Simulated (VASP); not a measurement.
A run of VASP 6.6.1:

File INCAR:

```
SYSTEM = W4C
PREC = Accurate ; ENCUT = 520
EDIFF = 1E-7 ; ISMEAR = 0
SIGMA = 0.1 ; LREAL = .FALSE.
LASPH = .TRUE. ; NELM = 100
ALGO = Normal ; ISIF = 2
LWAVE = .FALSE. ; LCHARG = .FALSE.
LDIPOL = .TRUE. ; IDIPOL = 3
DIPOL = 0.5 0.5 0.338 ; GGA = PE
NBANDS = 38
```

KPOINTS

```
Automatic mesh
0
G
  9 7 1
  0 0 0
```

The input POSCAR:

```
W4C
1.0
    2.8547213223      0.0000000000      0.0000000000
    0.0000000000      4.0371856107      0.0000000000
    0.0000000000      0.0000000000     19.4570327473
W C
4 1
Direct
    0.5000000000      0.5000000000      0.2055811928
    0.0000000000      0.0000000000      0.2789408195
    0.5000000000      0.5000000000      0.3513926690
    0.0000000000      0.0000000000      0.4089540708
    0.5000000000      0.3000000000      0.4452113235
```

Potentials or basis: VASP PAW PBE potentials, release 64 (W_sv, C).

The run is started by

```sh
$ cat potpaw_PBE.64/W_sv/POTCAR potpaw_PBE.64/C/POTCAR > POTCAR
$ mpirun -np 1 vasp_std > vasp.out
```

Hardware: 1 thread of Intel(R) Xeon(R) Platinum 8488C (Sapphire Rapids) (shared host).

Task: How long does it take, and how much memory?

Result: Run time: 3.6 min on 1 thread of Intel(R) Xeon(R) Platinum 8488C (Sapphire Rapids) (shared host), peak memory 0.38 GiB. Counts: scf iterations 30, k points 20.
